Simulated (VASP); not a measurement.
# CuSi16 (a cell with a defect) in VASP: further runs

The runs below take CuSi16 (a cell with a defect) through single point, with PBE.

Program: VASP 6.6.1. These are calculated values, not measurements. Logs are shortened: lines on timing, memory, paths and dates and some standing lists are left out, and cuts for length are marked.

## (1) The cell of the first run

The cell holds a defect, 17 atoms: a = 7.679 Å, b = 7.679 Å, c = 7.679 Å, α = 60.00°, β = 60.00°, γ = 60.00°.

## (2) Single point, PBE

INCAR

```
ALGO = Normal ; EDIFF = 1E-7
ENCUT = 520 ; GGA = PE
ISIF = 2 ; ISMEAR = 0
LASPH = T ; LCHARG = T
LELF = T ; LREAL = Auto
LVHAR = T ; LWAVE = F
NBANDS = 52 ; NELECT = 74.0
NELM = 60 ; PREC = Accurate
SIGMA = 0.05
```

KPOINTS

```
k-points
0
Gamma
  2 2 2
```

POSCAR

```
CuSi16
1.0
    0.0000000000      5.4300000000      5.4300000000
    5.4300000000      0.0000000000      5.4300000000
    5.4300000000      5.4300000000      0.0000000000
Si Cu
16 1
Direct
    0.0061320442     -0.0020593002     -0.0013314917
    0.1282794659      0.1239050645      0.1245374770
   -0.0025577348      0.0097046961      0.4974689687
    0.1282696133      0.1246565378      0.6264040516
   -0.0022392265      0.4968567219      0.0099935543
    0.1284448435      0.6256315838      0.1252558932
   -0.0053011971      0.4974971455      0.4980853591
    0.1024358195      0.6335569982      0.6339951197
    0.5011395028      0.0030284530      0.0029214549
    0.6347967772      0.1231919890      0.1238183241
    0.5009203499     -0.0002837017      0.4962244015
    0.6222058011      0.1379590239      0.6226527624
    0.5011360958      0.4956589319     -0.0001489871
    0.6225827808      0.6226385820      0.1372483425
    0.4723596685      0.5064342541      0.5056596685
    0.6188566298      0.6179573665      0.6183474217
    0.7043828729      0.7624318600      0.7615981584
```

Potentials or basis: VASP PAW PBE potentials, release 64 (Si, Cu).

Run with:

```
cat potpaw_PBE.64/Si/POTCAR potpaw_PBE.64/Cu/POTCAR > POTCAR
mpirun -np 1 vasp_std > vasp.out
```

OUTCAR:

```text
EDIFF = 1E-7
   ENCUT = 520
   GGA = PE
   ISIF = 2
   ISMEAR = 0
   LASPH = T
   LREAL = Auto
   NELECT = 74.0
   NELM = 60
   PREC = Accurate

 ion  position               nearest neighbor table
   1  0.006  0.998  0.999-  10 2.33   4 2.33   6 2.33   2 2.34
   2  0.128  0.124  0.125-   9 2.34   3 2.34   5 2.34   1 2.34
   3  0.997  0.010  0.497-   2 2.34   4 2.35  12 2.35   8 2.36  17 2.94
   4  0.128  0.125  0.626-   1 2.33  11 2.34   7 2.34   3 2.35
   5  0.998  0.497  0.010-   2 2.34   6 2.35  14 2.35   8 2.36  17 2.95
   6  0.128  0.626  0.125-   1 2.33  13 2.34   7 2.34   5 2.35
   7  0.995  0.497  0.498-   6 2.34   4 2.34  16 2.36   8 2.38  17 2.88
   8  0.102  0.634  0.634-  15 2.32   5 2.36   3 2.36   7 2.38  17 2.50
   9  0.501  0.003  0.003-   2 2.34  10 2.35  12 2.38  14 2.39  17 2.63
  10  0.635  0.123  0.124-   1 2.33  11 2.34  13 2.34   9 2.35
  11  0.501  1.000  0.496-  10 2.34   4 2.34  16 2.40  12 2.42  17 2.56
  12  0.622  0.138  0.623-  15 2.32   3 2.35  17 2.37   9 2.38  11 2.42
  13  0.501  0.496  1.000-  10 2.34   6 2.34  16 2.39  14 2.42  17 2.56
  14  0.623  0.623  0.137-  15 2.32   5 2.35  17 2.37   9 2.39  13 2.42
  15  0.472  0.506  0.506-  14 2.32  12 2.32   8 2.32  16 2.33
  16  0.619  0.618  0.618-  15 2.33  17 2.35   7 2.36  13 2.39  11 2.40
  17  0.704  0.762  0.762-  16 2.35  12 2.37  14 2.37   8 2.50  11 2.56  13 2.56   9 2.63   7 2.88
                             3 2.94   5 2.95

  LATTYP: Found a face centered cubic cell.
 ALAT       =    10.8600000000

  Lattice vectors:

 A1 = (   0.0000000000,   5.4300000000,   5.4300000000)
 A2 = (   5.4300000000,   0.0000000000,   5.4300000000)
 A3 = (   5.4300000000,   5.4300000000,   0.0000000000)

Analysis of symmetry for initial positions (statically):
[... 5 lines left out ...]
 face centered cubic supercell.

 Subroutine GETGRP returns: Found  1 space group operations
 (whereof  1 operations were pure point group operations)
 out of a pool of 48 trial point group operations.

The static configuration has the point symmetry C_1 .

Analysis of symmetry for dynamics (positions and initial velocities):
[... 5 lines left out ...]
 face centered cubic supercell.

 Subroutine GETGRP returns: Found  1 space group operations
 (whereof  1 operations were pure point group operations)
 out of a pool of 48 trial point group operations.

The dynamic configuration has the point symmetry C_1 .

 Subroutine INISYM returns: Found  1 space group operations
 (whereof  1 operations are pure point group operations),
 and found     1 'primitive' translations

----------------------------------------------------------------------------------------

                                     Primitive cell

  volume of cell :     320.2060

  direct lattice vectors                    reciprocal lattice vectors
     0.000000000  5.430000000  5.430000000    -0.092081031  0.092081031  0.092081031
     5.430000000  0.000000000  5.430000000     0.092081031 -0.092081031  0.092081031
     5.430000000  5.430000000  0.000000000     0.092081031  0.092081031 -0.092081031

  length of vectors
     7.679179644  7.679179644  7.679179644     0.159489025  0.159489025  0.159489025

  position of ions in fractional coordinates (direct lattice)
     0.006132044  0.997940700  0.998668508
     0.128279466  0.123905065  0.124537477
     0.997442265  0.009704696  0.497468969
     0.128269613  0.124656538  0.626404052
     0.997760773  0.496856722  0.009993554
     0.128444843  0.625631584  0.125255893
[... 9 lines left out ...]
     0.618856630  0.617957367  0.618347422
     0.704382873  0.762431860  0.761598158

  ion indices of the primitive-cell ions
   primitive index   ion index
                 1           1
                 2           2
                 3           3
                 4           4
                 5           5
                 6           6
[... 9 lines left out ...]
                16          16
                17          17

----------------------------------------------------------------------------------------

 KPOINTS: k-points

Automatic generation of k-mesh.
 Grid dimensions read from file:
 generate k-points for:    2    2    2

 Generating k-lattice:

  Cartesian coordinates                     Fractional coordinates (reciprocal lattice)
    -0.046040516  0.046040516  0.046040516     0.500000000  0.000000000  0.000000000
     0.046040516 -0.046040516  0.046040516     0.000000000  0.500000000  0.000000000
     0.046040516  0.046040516 -0.046040516     0.000000000  0.000000000  0.500000000

  Length of vectors
     0.079744512  0.079744512  0.079744512

  Shift w.r.t. Gamma in fractional coordinates (k-lattice)
     0.000000000  0.000000000  0.000000000

 Subroutine IBZKPT returns following result:
 ===========================================

 Found      8 irreducible k-points:

 Following reciprocal coordinates:
            Coordinates               Weight
[... 71 lines left out ...]
  free energy    TOTEN  =       -94.21120083 eV

  energy without entropy =      -94.20937798  energy(sigma->0) =      -94.21028940

 E-fermi :   6.3546     XC(G=0):  -9.6058

 val. band max:        6.2964374652   @ k =   0.0000   0.0000   0.0000
 cond. band min:       6.4127732842   @ k =   0.0000   0.0000   0.0000
 fundamental gap:      0.1163358190
 Fermi energy:         6.3546089944

 k-point     1 :       0.0000    0.0000    0.0000
  band No.  band energies     occupation
      1      -5.8986      2.00000
      2      -3.5266      2.00000
      3      -3.5195      2.00000
      4      -3.4964      2.00000
      5      -3.4772      2.00000
      6      -2.0457      2.00000
[... 41 lines left out ...]
     48       8.5259      0.00000
     49       8.6160      0.00000

 k-point     2 :       0.5000    0.0000    0.0000
  band No.  band energies     occupation
      1      -5.2485      2.00000
      2      -4.9166      2.00000
      3      -3.2694      2.00000
      4      -3.2497      2.00000
      5      -3.2206      2.00000
      6      -3.0487      2.00000
[... 41 lines left out ...]
     48       9.7872      0.00000
     49       9.8373      0.00000

 k-point     3 :       0.0000    0.5000    0.0000
  band No.  band energies     occupation
      1      -5.2156      2.00000
      2      -4.9550      2.00000
      3      -3.3080      2.00000
      4      -3.2555      2.00000
      5      -3.1823      2.00000
      6      -3.0377      2.00000
[... 41 lines left out ...]
     48       9.7651      0.00000
     49       9.9104      0.00000

 k-point     4 :       0.0000    0.0000    0.5000
  band No.  band energies     occupation
      1      -5.2162      2.00000
      2      -4.9541      2.00000
      3      -3.3076      2.00000
      4      -3.2560      2.00000
      5      -3.1828      2.00000
      6      -3.0378      2.00000
[... 41 lines left out ...]
     48       9.7666      0.00000
     49       9.9109      0.00000

 k-point     5 :       0.5000    0.5000    0.5000
  band No.  band energies     occupation
      1      -5.2090      2.00000
      2      -4.9680      2.00000
      3      -3.3155      2.00000
      4      -3.2332      2.00000
      5      -3.1794      2.00000
      6      -3.0341      2.00000
[... 41 lines left out ...]
     48       9.7642      0.00000
     49       9.8738      0.00000

 k-point     6 :       0.5000    0.5000    0.0000
  band No.  band energies     occupation
      1      -4.9386      2.00000
      2      -4.7247      2.00000
      3      -3.8710      2.00000
      4      -3.7795      2.00000
      5      -3.7560      2.00000
      6      -3.7408      2.00000
[... 41 lines left out ...]
     48      10.4985      0.00000
     49      10.5265      0.00000

 k-point     7 :       0.0000    0.5000    0.5000
  band No.  band energies     occupation
      1      -4.9348      2.00000
      2      -4.7296      2.00000
      3      -3.8725      2.00000
      4      -3.7684      2.00000
      5      -3.7680      2.00000
      6      -3.7368      2.00000
[... 41 lines left out ...]
     48      10.5090      0.00000
     49      10.5259      0.00000

 k-point     8 :       0.5000    0.0000    0.5000
  band No.  band energies     occupation
      1      -4.9389      2.00000
      2      -4.7244      2.00000
      3      -3.8711      2.00000
      4      -3.7796      2.00000
      5      -3.7556      2.00000
      6      -3.7411      2.00000
[... 41 lines left out ...]
     48      10.4984      0.00000
     49      10.5266      0.00000
 [bands above 49 left out]

------------------------ aborting loop because EDIFF is reached ----------------------------------------

  FORCE on cell =-STRESS in cart. coord.  units (eV):
  Direction    XX          YY          ZZ          XY          YZ          ZX
  --------------------------------------------------------------------------------------
  -------------------------------------------------------------------------------------
  Total       -1.8484090     -1.4153582     -1.4611061     -0.1472732     -0.6651610     -0.1475364
  in kB       -9.2486674     -7.0818619     -7.3107653     -0.7368935     -3.3281880     -0.7382108
  external PRESSURE =      -7.8804315 kB  Pullay stress =       0.0000000 kB

 VOLUME and BASIS-vectors are now :
 -----------------------------------------------------------------------------
  energy-cutoff  :      520.00
  volume of cell :      320.21
      direct lattice vectors                 reciprocal lattice vectors
     0.000000000  5.430000000  5.430000000    -0.092081031  0.092081031  0.092081031
     5.430000000  0.000000000  5.430000000     0.092081031 -0.092081031  0.092081031
     5.430000000  5.430000000  0.000000000     0.092081031  0.092081031 -0.092081031

 POSITION                                       TOTAL-FORCE (eV/Angst)
 -----------------------------------------------------------------------------------
     10.84159      5.45607      5.45211        -0.009143      0.019393      0.020595
      1.34904      1.37280      1.36936         0.011206      0.009313      0.008498
      2.75395      8.11737      5.46881         0.002384      0.009639      0.002401
      4.07826      4.09788      1.37339        -0.002152     -0.010456      0.011705
      2.75220      5.47211      8.11577         0.002588     -0.000209      0.010536
      4.07732      1.37760      4.09464        -0.003104      0.013192     -0.010667
[... 9 lines left out ...]
      6.71313      6.71802      6.71590        -0.013415     -0.015392     -0.015439
      8.27548      7.96028      7.96480         0.032517     -0.050262     -0.051307
 -----------------------------------------------------------------------------------
    total drift:                               -0.005495     -0.004849     -0.001875

  FREE ENERGIE OF THE ION-ELECTRON SYSTEM (eV)
  ---------------------------------------------------
  free  energy   TOTEN  =       -94.2112008287 eV

  energy  without entropy=      -94.2093779750  energy(sigma->0) =      -94.21028940
```

It took 3.1 min on 1 thread of Intel Xeon 6975P-C (Granite Rapids), shared host; peak memory 0.5 GiB.

What came out:

* Free energy: -94.2112 eV
* Largest force: 0.079 eV/Å

Forces in eV/Å, atoms in the order of the input:
```
Si  -0.009  0.019  0.021
Si   0.011  0.009  0.008
Si   0.002  0.010  0.002
Si  -0.002 -0.010  0.012
Si   0.003  0.000  0.011
Si  -0.003  0.013 -0.011
Si   0.020  0.000  0.003
Si   0.003  0.012  0.010
Si   0.019  0.010  0.010
Si  -0.014  0.022  0.023
Si  -0.004 -0.014 -0.011
Si   0.000 -0.004 -0.001
Si  -0.001 -0.013 -0.009
Si   0.002  0.002 -0.007
Si  -0.047  0.010  0.006
Si  -0.013 -0.015 -0.015
Cu   0.033 -0.050 -0.051
```

Caveat: the k points lie up to 0.50 Å⁻¹ apart; the cell carries a net charge on a neutralising background, which shifts energy and pressure; the cell is charged against a uniform background, so pressure and absolute levels hang on convention.

## (3) Single point, PBE

INCAR

```
PREC = Accurate
ENCUT = 520
EDIFF = 1E-7
ISMEAR = 0
SIGMA = 0.05
LREAL = Auto
LASPH = T
NELM = 100
ALGO = Normal
ISIF = 2
LWAVE = F
LCHARG = F
GGA = PE
NELECT = 74.0
NBANDS = 52
```

KPOINTS

```
Automatic mesh
0
Gamma
  2 2 2
```

POSCAR

```
CuSi16
1.0
    0.0000000000      5.4300000000      5.4300000000
    5.4300000000      0.0000000000      5.4300000000
    5.4300000000      5.4300000000      0.0000000000
Si Cu
16 1
Direct
    0.0361654696     -0.0130444751     -0.0127253223
    0.1332795580      0.1266495396      0.1269791897
   -0.0078746777      0.0045313996      0.4993752302
    0.1281414365      0.1282412523      0.6137445672
   -0.0078907919      0.4990473297      0.0048712707
    0.1281319521      0.6134227440      0.1285719153
   -0.0098567219      0.5008055249      0.5011370166
    0.1018000921      0.6319452118      0.6322872007
    0.5074342541      0.0090587477      0.0093602210
    0.6642542357      0.1163492634      0.1166488950
    0.5019581952      0.0046830571      0.4844723757
    0.6200901473      0.1358816759      0.6251870166
    0.5019489871      0.4841694291      0.0049883978
    0.6200718232      0.6248845304      0.1361854512
    0.4729604052      0.5068482505      0.5071480663
    0.6176069982      0.6213517495      0.6216640884
    0.4660954880      0.8471067219      0.8473999079
```

Potentials or basis: VASP PAW PBE potentials, release 64 (Si, Cu).

Run with:

```
cat potpaw_PBE.64/Si/POTCAR potpaw_PBE.64/Cu/POTCAR > POTCAR
mpirun -np 1 vasp_std > vasp.out
```

Run time: 8.2 min. Hardware: 1 thread of Intel Xeon Platinum 8175M at 2.50GHz (Skylake/Cascade Lake), shared host; peak memory 0.5 GiB.

The run converged. Its results:

```yaml
Free_energy: -94.2217 eV
Largest_force: 0.029 eV/Å
```

Forces on the atoms (eV/Å):
```
Si   0.002 -0.009 -0.010
Si   0.001 -0.005 -0.004
Si   0.003  0.001 -0.001
Si   0.004  0.005  0.001
Si   0.003 -0.001  0.001
Si   0.004  0.000  0.004
Si  -0.001  0.001  0.001
Si  -0.004  0.006  0.006
Si   0.000  0.003  0.003
Si  -0.007 -0.007 -0.007
Si  -0.003 -0.005  0.002
Si  -0.008  0.005  0.003
Si  -0.003  0.001 -0.005
Si  -0.008  0.003  0.005
Si  -0.004  0.003  0.003
Si   0.000  0.013  0.013
Cu   0.022 -0.014 -0.014
```

Levels at points of the mesh, in eV from the Fermi level:
```
           k point  band 35  band 36  band 37  band 38  band 39  band 40
(0.00, 0.00, 0.00)    -0.63    -0.20    -0.07     0.07     0.37     0.58
(0.50, 0.00, 0.00)    -0.90    -0.65    -0.52     0.52     0.99     1.34
(0.00, 0.50, 0.00)    -0.91    -0.86    -0.75     0.55     1.11     1.23
(0.00, 0.00, 0.50)    -0.91    -0.86    -0.75     0.55     1.11     1.23
(0.50, 0.50, 0.50)    -0.90    -0.90    -0.80     0.50     1.14     1.22
(0.50, 0.50, 0.00)    -1.48    -1.44    -1.10     0.65     0.97     1.92
(0.00, 0.50, 0.50)    -1.51    -1.42    -1.14     0.67     0.97     1.93
(0.50, 0.00, 0.50)    -1.48    -1.44    -1.10     0.65     0.97     1.92
```

Caveat: the k points lie up to 0.50 Å⁻¹ apart; the cell carries a net charge on a neutralising background, which shifts energy and pressure; the cell is charged against a uniform background, so pressure and absolute levels hang on convention.

## (4) Single point, PBE

INCAR

```
PREC     = Accurate       # precision mode
ENCUT    = 520            # plane-wave cutoff, eV
EDIFF    = 1E-6           # SCF threshold, eV
ISMEAR   = 0              # smearing method
SIGMA    = 0.05           # smearing width, eV
LREAL    = Auto         
LASPH    = T              # aspherical terms in the spheres
NELM     = 80             # most SCF steps
ALGO     = Normal         # electronic algorithm
ISIF     = 2              # what is computed and relaxed
LWAVE    = F              # write WAVECAR
LCHARG   = F              # write CHGCAR
GGA      = PE             # functional
NBANDS   = 52             # bands
NELECT   = 74.0
```

KPOINTS

```
regular mesh
0
Gamma
  2 2 2
```

POSCAR

```
CuSi16
1.0
    0.0000000000      5.4300000000      5.4300000000
    5.4300000000      0.0000000000      5.4300000000
    5.4300000000      5.4300000000      0.0000000000
Si Cu
16 1
Direct
    0.0054633517     -0.0062101289     -0.0048379374
    0.1329520258      0.1242774401      0.1247542357
   -0.0028362799     -0.0075515654      0.4971427256
    0.1194197053      0.1225701657      0.6192948435
   -0.0028845304      0.4964088398     -0.0077272560
    0.1186000000      0.6184583794      0.1232338858
   -0.0039887661      0.4954018416      0.4962841621
    0.1200273481      0.6206945672      0.6204558932
    0.5127186924      0.0128472376      0.0127453959
    0.6368574586      0.1364370166      0.1362860037
    0.4953475138     -0.0059449355      0.5048261510
    0.6247395948      0.1244736648      0.6328615101
    0.4944511971      0.5048405157     -0.0054810313
    0.6246308471      0.6330479742      0.1248013812
    0.4918301105      0.4965976980      0.4972442910
    0.6229145488      0.6186252302      0.6186322284
    0.3903102210      0.8885406077      0.8890608656
```

Run with:

```
cat potpaw_PBE.64/Si/POTCAR potpaw_PBE.64/Cu/POTCAR > POTCAR
mpirun -np 1 vasp_std > vasp.out
```

Wall time 7.2 min (1 thread of Intel Xeon Platinum 8175M at 2.50GHz (Skylake/Cascade Lake), shared host); peak memory 0.49 GiB.

Results (log left out):

```
Free energy   : -94.2205 eV
Largest force : 0.045 eV/Å
```

Forces on the atoms (eV/Å):
```
Si   0.015 -0.032  0.003
Si   0.006  0.016  0.004
Si   0.010 -0.003  0.004
Si  -0.012  0.009 -0.007
Si   0.031 -0.012 -0.001
Si  -0.016  0.025  0.000
Si   0.002 -0.019  0.000
Si  -0.016  0.000 -0.015
Si   0.013  0.014  0.013
Si   0.005  0.010  0.007
Si   0.006 -0.032  0.013
Si  -0.001  0.014  0.009
Si   0.002  0.015 -0.002
Si  -0.018  0.010 -0.017
Si  -0.002 -0.008  0.029
Si  -0.001  0.024 -0.011
Cu  -0.022 -0.030 -0.026
```

Levels at points of the mesh, in eV from the Fermi level:
| k point | band 34 | band 35 | band 36 | band 37 | band 38 | band 39 | band 40 | band 41 |
| --- | --- | --- | --- | --- | --- | --- | --- | --- |
| (0.00, 0.00, 0.00) | -0.89 | -0.65 | -0.19 | -0.18 | 0.18 | 0.61 | 0.61 | 0.64 |
| (0.50, 0.00, 0.00) | -0.90 | -0.84 | -0.76 | -0.67 | 0.59 | 1.09 | 1.29 | 1.33 |
| (0.00, 0.50, 0.00) | -0.89 | -0.84 | -0.75 | -0.68 | 0.58 | 1.09 | 1.29 | 1.33 |
| (0.00, 0.00, 0.50) | -0.90 | -0.84 | -0.76 | -0.68 | 0.59 | 1.09 | 1.29 | 1.32 |
| (0.50, 0.50, 0.50) | -0.92 | -0.91 | -0.73 | -0.72 | 0.42 | 1.26 | 1.34 | 1.34 |
| (0.50, 0.50, 0.00) | -1.52 | -1.43 | -1.40 | -0.96 | 0.67 | 1.06 | 2.03 | 2.07 |
| (0.00, 0.50, 0.50) | -1.52 | -1.44 | -1.40 | -0.96 | 0.67 | 1.06 | 2.03 | 2.07 |
| (0.50, 0.00, 0.50) | -1.52 | -1.43 | -1.41 | -0.96 | 0.67 | 1.06 | 2.03 | 2.07 |

Caveat: the k points lie up to 0.50 Å⁻¹ apart; the cell carries a net charge on a neutralising background, which shifts energy and pressure; the cell is charged against a uniform background, so pressure and absolute levels hang on convention.
